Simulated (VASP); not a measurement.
Crystal: BeB3N3.

```
Be B N
1.0
     3.76357    0.00000    0.00000
    -1.88179    3.25935    0.00000
     0.00000    0.00000    4.31551
Be B N
1 3 3
Direct
  0.00000 0.00000 0.79027
  0.00000 0.00000 0.20209
  0.33333 0.66667 0.81104
  0.66667 0.33333 0.81104
  0.50000 0.00000 0.60642
  0.00000 0.50000 0.60642
  0.50000 0.50000 0.60642
```

| Item | Value |
| --- | --- |
| Program | VASP 6.6.1 |
| Task | relaxation of cell and atoms |
| Functional | PBE |
| Potentials or basis | VASP PAW PBE potentials, release 64 (Be, B, N) |
| Cutoff | 600 eV |
| k mesh | 6 × 6 × 4 |
| Occupations | gaussian, width 0.1 eV |
| Spin | no spin polarisation |

At the start: pressure 75.8 GPa; volume 7.56 Å³/atom.

Task: Where does the relaxation end?

Result: Over 45 steps the energy falls by 1996.2 meV/atom and the volume is 10.82 Å³/atom (+43.0 %); space group P6mm (No. 183, to 0.05 Å).

Step by step:
```
step  energy change (eV)  largest force (eV/Å)  pressure (GPa)  volume (Å³)
   1              0.0000                4.1479           75.82        52.94
   3             -3.6603                3.4846           -0.62        66.17
   5             -9.6253                8.3225          -24.00        82.52
   7            -11.7121                3.4313          -19.52        80.09
   9            -13.0648                3.5228           -6.21        74.58
  11            -13.5345                2.6226            8.44        71.13
  13            -13.7352                0.1664            4.64        73.01
  15            -13.8008                0.2796           -0.08        76.42
  17            -13.8028                0.1357            0.09        76.47
  19            -13.8038                0.1342            0.09        76.51
  21            -13.8082                0.1522           -0.09        76.81
  23            -13.8114                0.1616           -0.28        76.86
  25            -13.8254                0.2033           -1.18        77.11
  27            -13.8664                0.3592           -4.72        78.11
  29            -13.8677                0.4004           -5.61        78.38
  31            -13.8702                0.4062           -5.66        78.37
  33            -13.8782                0.4300           -5.85        78.37
  35            -13.8896                0.4543           -5.69        78.21
  37            -13.9412                0.3813           -2.36        76.86
  39            -13.9519                0.3329            0.08        75.94
  41            -13.9618                0.2498           -0.01        75.90
  43            -13.9716                0.1434           -0.08        75.79
  45            -13.9732                0.0374            0.05        75.72
```

Final structure:
```
Be B N
1.0
     4.84351    0.00000    0.00000
    -2.42176    4.19461    0.00000
     0.00000    0.00000    3.72706
Be B N
1 3 3
Direct
  0.00000 0.00000 0.89764
  0.00000 0.00000 0.40039
  0.33333 0.66667 0.62648
  0.66667 0.33333 0.62648
  0.50000 0.00000 0.62757
  0.00000 0.50000 0.62757
  0.50000 0.50000 0.62757
```

Caveat: the k points lie up to 0.42 Å⁻¹ apart in the final cell; the volume moved by over 15 % at a fixed basis, so the end points are rough.
